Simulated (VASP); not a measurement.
Crystal: Si2Mo.

```xyz
3
Lattice="-1.5784 1.5784 3.8774 1.5784 -1.5784 3.8774 1.5784 1.5784 -3.8774" Properties=species:S:1:pos:R:3 pbc="T T T"
Mo    0.0000    0.0000    0.0000
Si    0.0000    0.0000    5.1724
Si    0.0000    0.0000    2.5823
```

Base run:

```yaml
Program: VASP 6.6.1
Functional: r2SCAN
Potentials_or_basis: VASP PAW PBE potentials, release 64 (Mo_sv, Si)
Cutoff: 520 eV
k_mesh: 12 × 12 × 12
Occupations: fermi-dirac, width 0.05 eV
Spin: no spin polarisation
```

Its results: band gap on the k mesh zero (bands 11 and 12 overlap by 1.14 eV); pressure 8.7 GPa; largest force 0.272 eV/Å.

Task: After a change of settings the same cell gave: band gap on the k mesh zero (bands 11 and 12 overlap by 1.06 eV); pressure 4.4 GPa; largest force 0.211 eV/Å. Which change was it?
A. functional from r2SCAN to PBE; dispersion from none to D3(BJ)
B. functional from r2SCAN to PBE; further incar settings from ALGO = Normal; EDIFF = 1e-07; NBANDS = 18 to ALGO = Normal; EDIFF = 1e-06; NBANDS = 18
C. functional from r2SCAN to PBE

Result: A.

Caveats: the cell stands under pressure; the PAW data sets were made with another functional, which shifts forces and pressure a little (at least some runs).
